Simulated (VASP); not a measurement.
# YS (Fm-3m) in VASP: further runs

YS is run at these levels: LDA; tasks: relaxation of cell and atoms.

Everything below comes from runs of VASP 6.6.1. Logs are shortened: lines on timing, memory, paths and dates and some standing lists are left out, and cuts for length are marked.

## Step 1: The cell of the first run

Symmetry: Fm-3m, No. 225, cubic system. The conventional cell has a = 5.487 Å, b = 5.487 Å, c = 5.487 Å, α = 90.00°, β = 90.00°, γ = 90.00°. Within 3.6 Å of Y (site symmetry m-3m) lie 6 S at 2.74 Å. S (site symmetry m-3m) has 6 Y at 2.74 Å within 3.6 Å.

## Step 2: Relaxation of cell and atoms, LDA

Contents of INCAR:

```
SYSTEM = YS
PREC     = Accurate       ! precision mode
ENCUT    = 600            ! plane-wave cutoff, eV
EDIFF    = 1E-7           ! SCF threshold, eV
ISMEAR   = 1              ! smearing method
SIGMA    = 0.05           ! smearing width, eV
LREAL    = .FALSE.        ! projectors in reciprocal space
LASPH    = .TRUE.         ! aspherical terms in the spheres
NELM     = 80             ! most SCF steps
ALGO     = Normal         ! electronic algorithm
ISIF     = 3              ! what is computed and relaxed
LWAVE    = .FALSE.        ! write WAVECAR
LCHARG   = .FALSE.        ! write CHGCAR
IBRION   = 2              ! ionic algorithm
NSW      = 80             ! ionic steps
EDIFFG   = -0.01          ! ionic threshold
```

Contents of KPOINTS:

```
regular mesh
0
G
  8 8 8
  0 0 0
```

Contents of POSCAR:

```
YS
1.0
    3.8801070000      0.0000000000      0.0000000000
    1.9400535000      3.3602712314      0.0000000000
    1.9400535000      1.1200904105      3.1680940991
Y S
1 1
Direct
    0.5000000000      0.5000000000      0.5000000000
    0.0000000000      0.0000000000      0.0000000000
```

Potentials or basis: VASP PAW LDA potentials, release 64 (Y_sv, S).

Command:

```bash
$ cat potpaw_LDA.64/Y_sv/POTCAR potpaw_LDA.64/S/POTCAR > POTCAR
$ mpirun -np 1 vasp_std > vasp.out
```

OUTCAR:

```text
SYSTEM = YS
   PREC = Accurate
   ENCUT = 600
   EDIFF = 1E-7
   ISMEAR = 1
   LREAL = .FALSE.
   LASPH = .TRUE.
   NELM = 80
   ISIF = 3
   IBRION = 2
   NSW = 80
   EDIFFG = -0.01

 ion  position               nearest neighbor table
   1  0.500  0.500  0.500-   2 2.74   2 2.74   2 2.74   2 2.74   2 2.74   2 2.74
   2  0.000  0.000  0.000-   1 2.74   1 2.74   1 2.74   1 2.74   1 2.74   1 2.74

  LATTYP: Found a face centered cubic cell.
 ALAT       =     5.4872999429

  Lattice vectors:

 A1 = (   3.8801070000,   0.0000000000,   0.0000000000)
 A2 = (   1.9400535000,   3.3602712314,   0.0000000000)
 A3 = (   1.9400535000,   1.1200904105,   3.1680940991)

Analysis of symmetry for initial positions (statically):
=====================================================================
 Subroutine PRICEL returns:
 Original cell was already a primitive cell.

 Routine SETGRP: Setting up the symmetry group for a
 face centered cubic supercell.

 Subroutine GETGRP returns: Found 48 space group operations
 (whereof 48 operations were pure point group operations)
 out of a pool of 48 trial point group operations.

The static configuration has the point symmetry O_h .

Analysis of symmetry for dynamics (positions and initial velocities):
=====================================================================
 Subroutine PRICEL returns:
 Original cell was already a primitive cell.

 Routine SETGRP: Setting up the symmetry group for a
 face centered cubic supercell.

 Subroutine GETGRP returns: Found 48 space group operations
 (whereof 48 operations were pure point group operations)
 out of a pool of 48 trial point group operations.

The dynamic configuration has the point symmetry O_h .

 Subroutine INISYM returns: Found 48 space group operations
 (whereof 48 operations are pure point group operations),
 and found     1 'primitive' translations

----------------------------------------------------------------------------------------

                                     Primitive cell

  volume of cell :      41.3063

  direct lattice vectors                    reciprocal lattice vectors
     3.880107000  0.000000000  0.000000000     0.257724851 -0.148797512 -0.105215730
     1.940053500  3.360271231  0.000000000     0.000000000  0.297595025 -0.105215730
     1.940053500  1.120090411  3.168094099     0.000000000  0.000000000  0.315647190

  length of vectors
     3.880107000  3.880107000  3.880107000     0.315647190  0.315647190  0.315647190

  position of ions in fractional coordinates (direct lattice)
     0.500000000  0.500000000  0.500000000
     0.000000000  0.000000000  0.000000000

  ion indices of the primitive-cell ions
   primitive index   ion index
                 1           1
                 2           2

----------------------------------------------------------------------------------------

 KPOINTS: regular mesh

Automatic generation of k-mesh.
 Grid dimensions read from file:
 generate k-points for:    8    8    8

 Generating k-lattice:

  Cartesian coordinates                     Fractional coordinates (reciprocal lattice)
     0.032215606 -0.018599689 -0.013151966     0.125000000  0.000000000 -0.000000000
     0.000000000  0.037199378 -0.013151966     0.000000000  0.125000000  0.000000000
     0.000000000  0.000000000  0.039455899     0.000000000  0.000000000  0.125000000

  Length of vectors
     0.039455899  0.039455899  0.039455899

  Shift w.r.t. Gamma in fractional coordinates (k-lattice)
     0.000000000  0.000000000  0.000000000

 Subroutine IBZKPT returns following result:
 ===========================================

 Found     29 irreducible k-points:

 Following reciprocal coordinates:
            Coordinates               Weight
  0.000000  0.000000  0.000000      1.000000
  0.125000  0.000000 -0.000000      8.000000
  0.250000  0.000000 -0.000000      8.000000
  0.375000 -0.000000 -0.000000      8.000000
  0.500000  0.000000 -0.000000      4.000000
  0.125000  0.125000  0.000000      6.000000
[... 16 lines left out ...]
  0.500000  0.250000  0.125000     48.000000
 -0.375000  0.250000  0.125000     24.000000
 [... further k-points ...]
   k-points           NKPTS =     29   k-points in BZ     NKDIM =     29   number of bands    NBANDS=     12
   number of dos      NEDOS =    301   number of ions     NIONS =      2
   total plane-waves  NPLWV =  32768
   dimension x,y,z NGX =    32 NGY =   32 NGZ =   32
   dimension x,y,z NGXF=    64 NGYF=   64 NGZF=   64
   ions per type =               1   1
   NGX,Y,Z   is equivalent  to a cutoff of  13.71, 13.71, 13.71 a.u.
   NGXF,Y,Z  is equivalent  to a cutoff of  27.42, 27.42, 27.42 a.u.
 SYSTEM =  YS
   PREC   = accura    normal or accurate (medium, high low for compatibility)
   ISTART =      0    job   : 0-new  1-cont  2-samecut
   ICHARG =      2    charge: 1-file 2-atom 10-const
   ISPIN  =      1    spin polarized calculation?
   LNONCOLLINEAR =      F non collinear calculations
   LSORBIT =      F    spin-orbit coupling
   LASPH  =      T    aspherical Exc in radial PAW
   ENCUT  =  600.0 eV  44.10 Ry    6.64 a.u.   7.75  7.75  7.75*2*pi/ulx,y,z
   NELM   =     80;   NELMIN=  2; NELMDL= -5     # of ELM steps
   EDIFF  = 0.1E-06   stopping-criterion for ELM
   LREAL  =      F    real-space projection
   EDIFFG = -.1E-01   stopping-criterion for IOM
   NSW    =     80    number of steps for IOM
   IBRION =      2    ionic relax: 0-MD 1-quasi-New 2-CG
   NFREE  =      1    steps in history (QN), initial steepest desc. (CG)
   ISIF   =      3    stress and relaxation
   ISYM   =      2    0-nonsym 1-usesym 2-fastsym
   POTIM  = 0.5000    time-step for ionic-motion
   TEBEG  =    0.0;   TEEND  =   0.0 temperature during run
   PSTRESS=    0.0 pullay stress
   NELECT =      17.0000    total number of electrons
   NUPDOWN=      -1.0000    fix difference up-down
   EMIN   =  10.00;   EMAX   =-10.00  energy-range for DOS
   EFERMI =   0.00;   METHOD = LEGACY
   ISMEAR =     1;   SIGMA  =   0.05  broadening in eV -4-tet -1-fermi 0-gaus
   EFERMI_NEDOS =   21; number of points for ismear=-14 and -15
   IALGO  =     38    algorithm
   IMIX   =      4    mixing-type and parameters
     AMIX     =   0.40;   BMIX     =  1.00
     AMIX_MAG =   1.60;   BMIX_MAG =  1.00
  volume/ion in A,a.u.               =      20.65       139.37
  Fermi-wavevector in a.u.,A,eV,Ry     =   1.217734  2.301184 20.175754  1.482876
  Thomas-Fermi vector in A             =   2.353044
   LORBIT       =      0    0 simple, 1 ext, 2 COOP (PROOUT), +10 PAW based schemes
   GGA     = CA    functional components
   LHFCALC =     F    Hartree Fock is set to
   AEXX    =    0.0000 exact exchange contribution
   IVDW    =     0    specifies the selected vdW correction
   LEPSILON=     F    determine dielectric tensor
   LRPA    =     F    only Hartree local field effects (RPA)
 conjugate gradient relaxation of ions
 non-spin polarized calculation
 Methfessel and Paxton  Order N= 1 SIGMA  =   0.05
  energy-cutoff  :      600.00
  volume of cell :       41.31
 maximum number of plane-waves:      1411
   NGX = 15   NGY = 15   NGZ = 15

--------------------------------------- Ionic step        1  -------------------------------------------

 number of electron      17.0000000 magnetization

 Free energy of the ion-electron system (eV)
  ---------------------------------------------------
  ext. energy  EPLUGINS =         0.00000000
  ---------------------------------------------------
  free energy    TOTEN  =       -16.01659190 eV

  energy without entropy =      -16.01604953  energy(sigma->0) =      -16.01641111

------------------------ aborting loop because EDIFF is reached ----------------------------------------

  FORCE on cell =-STRESS in cart. coord.  units (eV):
  Direction    XX          YY          ZZ          XY          YZ          ZX
  --------------------------------------------------------------------------------------
  -------------------------------------------------------------------------------------
  Total       -0.9642026     -0.9642026     -0.9642026      0.0000000     -0.0000000     -0.0000000
  in kB      -37.3992384    -37.3992384    -37.3992384      0.0000000     -0.0000000     -0.0000000
  external PRESSURE =     -37.3992384 kB  Pullay stress =       0.0000000 kB
[... 57 lines left out ...]
  energy  without entropy=      -16.0180206905  energy(sigma->0) =      -16.01831541

--------------------------------------- Ionic step        3  -------------------------------------------

 number of electron      17.0000002 magnetization

 Free energy of the ion-electron system (eV)
  ---------------------------------------------------
  ext. energy  EPLUGINS =         0.00000000
  ---------------------------------------------------
  free energy    TOTEN  =       -16.03456587 eV

  energy without entropy =      -16.03406393  energy(sigma->0) =      -16.03439856

 E-fermi :   6.9280     XC(G=0): -10.9507

 val. band max:        6.8963021810   @ k =   0.1250   0.0000  -0.0000
 cond. band min:       6.9368497635   @ k =   0.3750   0.1250  -0.0000
 fundamental gap:      0.0405475826
 Fermi energy:         6.9280268094

 k-point     1 :       0.0000    0.0000    0.0000
  band No.  band energies     occupation
      1     -36.0330      2.00000
      2     -16.0952      2.00000
      3     -16.0952      2.00000
      4     -16.0952      2.00000
      5      -8.1716      2.00000
      6       3.6183      2.00000
      7       3.6183      2.00000
      8       3.6183      2.00000
      9       6.7071      2.00000
     10       6.7071      2.00000
     11       6.7071      2.00000
     12       7.5885     -0.00000
[... 331 lines left out ...]
 k-point    24 :      -0.3750    0.2500    0.1250
  band No.  band energies     occupation
      1     -35.9904      2.00000
      2     -16.5230      2.00000
      3     -16.2477      2.00000
      4     -16.1745      2.00000
      5      -6.9506      2.00000
      6       0.4098      2.00000
      7       1.7064      2.00000
      8       1.8355      2.00000
      9       8.1381      0.00000
     10       8.5141      0.00000
     11      10.2845      0.00000
     12      11.1253      0.00000

 [... further k-points ...]

------------------------ aborting loop because EDIFF is reached ----------------------------------------

  FORCE on cell =-STRESS in cart. coord.  units (eV):
  Direction    XX          YY          ZZ          XY          YZ          ZX
  --------------------------------------------------------------------------------------
  -------------------------------------------------------------------------------------
  Total       -0.0048870     -0.0048870     -0.0048870      0.0000000     -0.0000000      0.0000000
  in kB       -0.1966105     -0.1966105     -0.1966105      0.0000000     -0.0000000      0.0000000
  external PRESSURE =      -0.1966105 kB  Pullay stress =       0.0000000 kB
[... 17 lines left out ...]
  FREE ENERGIE OF THE ION-ELECTRON SYSTEM (eV)
  ---------------------------------------------------
  free  energy   TOTEN  =       -16.0345658709 eV

  energy  without entropy=      -16.0340639341  energy(sigma->0) =      -16.03439856

 reached required accuracy - stopping structural energy minimisation
```

Wall time 50 s (1 thread of Intel Xeon 8259CL, shared host); peak memory 0.19 GiB.

Results:

| Quantity | Value |
| --- | --- |
| Free energy | -16.0346 eV |
| Relaxed volume | 19.91 Å³/atom |
| Relaxed cell | a = 3.833 Å, b = 3.833 Å, c = 3.833 Å, α = 60.00°, β = 60.00°, γ = 60.00° |
| Space group after relaxing (to 0.1 Å) | Fm-3m (No. 225) |
| Energy gained by relaxing | 9.0 meV/atom |
| Ionic steps | 3 |
| Pressure after relaxing | 0.0 GPa |
| Band gap on the k mesh | zero (an odd number of electrons rules out a gap without spin polarisation) |

Step by step:
| step | energy change (eV) | largest force (eV/Å) | pressure (GPa) | volume (Å³) |
| --- | --- | --- | --- | --- |
| 1 | 0.0000 | 0.0000 | -3.74 | 41.31 |
| 2 | -0.0019 | 0.0000 | 4.01 | 38.49 |
| 3 | -0.0180 | 0.0000 | -0.02 | 39.82 |

Final structure:
```yaml
crystal:
  lattice:
    - [3.83313, 0.00000, 0.00000]
    - [1.91656, 3.31958, 0.00000]
    - [1.91656, 1.10653, 3.12973]
  atoms:
    - { symbol: Y, position: [0.50000, 0.50000, 0.50000] }
    - { symbol: S, position: [0.00000, 0.00000, 0.00000] }
```

Levels at points of the mesh, in eV from the Fermi level:
```
           k point  band 6  band 7  band 8  band 9  band 10  band 11  band 12
(0.00, 0.00, 0.00)   -3.31   -3.31   -3.31   -0.22    -0.22    -0.22     0.66
(0.50, 0.00, 0.00)   -7.20   -5.30   -5.30    2.17     2.86     2.91     2.91
(0.50, 0.50, 0.00)   -5.44   -4.02   -4.02   -2.45     1.97     3.41     4.00
```

(Part 1 of 2 ends here.)
